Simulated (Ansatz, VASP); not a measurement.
# One calculation of SnSe2, two programs

The input POSCAR:

```
SnSe2
1.0
    4.0709939436      0.0000000000      0.0000000000
   -2.0354969718      3.5255841738      0.0000000000
    0.0000000000      0.0000000000      6.0801169346
Sn Se
1 2
Direct
    0.0000000000      0.0000000000      0.0000000000
    0.6666666667      0.3333333333      0.7536153242
    0.3333333333      0.6666666667      0.2463846758
```

The input INCAR.step1:

```
SYSTEM = SnSe2
PREC = Accurate
ENCUT = 520
ISMEAR = 0
SIGMA = 0.02
LREAL = .FALSE.
LASPH = .TRUE.
NELM = 80
NBANDS = 20
GGA = PE
ALGO = Normal
EDIFF = 1E-4
LWAVE = .TRUE.
LCHARG = .FALSE.
```

INCAR.step2

```
SYSTEM = SnSe2
PREC = Accurate
ENCUT = 520
EDIFF = 1E-7
ISMEAR = 0
SIGMA = 0.02
LREAL = .FALSE.
LASPH = .TRUE.
NELM = 80
ALGO = Normal
ISIF = 2
LWAVE = .FALSE.
LCHARG = .FALSE.
METAGGA = R2SCAN
LMIXTAU = .TRUE.
NBANDS = 20
ISTART = 1
```

Contents of KPOINTS:

```
regular mesh
0
G
  12 12 4
  0 0 0
```

Input for Ansatz:

```yaml
crystal:
  lattice:
    - [4.0709939436, 0.0, 0.0]
    - [-2.0354969718, 3.5255841738, 0.0]
    - [0.0, 0.0, 6.0801169346]
  atoms:
    - { symbol: Sn, position: [0.0, 0.0, 0.0] }
    - { symbol: Se, position: [0.6666666667, 0.3333333333, 0.7536153242] }
    - { symbol: Se, position: [0.3333333333, 0.6666666667, 0.2463846758] }
basis:
  ecutwfc: 500
kpoints:
  mp_grid: { grid: [12, 12, 4] }
  band_path: { path: [VBM, CBM], npoints: 2 }
hamiltonian:
  xc: r2scan
scf:
  occupations: { method: gaussian, width: 0.02 }
output:
  forces: true
  stress: true
  eigenvalues: true
checkpoint:
  read: start.run
  write: ck
  compress: false
  write_wavefunctions: false
  write_every: 100000
```

Alike in both runs: task single point; functional r2SCAN; k mesh 12 × 12 × 4; occupations gaussian, width 0.02 eV; no spin polarisation.

```csv
,VASP,Ansatz
version,VASP 6.6.1,Ansatz 0.2.0
potentials or method,"VASP PAW PBE potentials, release 64 (Sn_d, Se), cutoff 520 eV","scalar-relativistic, plane waves, PAW"
valence electrons in the cell,26,46
```

VASP gave:

```
gap on the k mesh at the Fermi level (eV)                     : 0.19
least direct gap on the mesh (eV)                             : 0.19
pressure (GPa)                                                : -3.8
traceless stress, the component that is largest in VASP (GPa) : 3.83
rms of the force components (eV/Å)                            : 0.003
```

**Question.** What did Ansatz give for the same quantities?

**Answer.** gap on the k mesh at the Fermi level (eV): 0.19; least direct gap on the mesh (eV): 0.19; pressure (GPa): -3.8; traceless stress, the component that is largest in VASP (GPa): 3.84; rms of the force components (eV/Å): 0.000.

VASP's potentials were made for PBE, not for r2SCAN. Atom by atom the forces differ by 0.004 eV/Å (rms over components). VASP's potentials hold 26 valence electrons a cell and Ansatz's 46, so a difference there can come from the potentials and not from the codes.
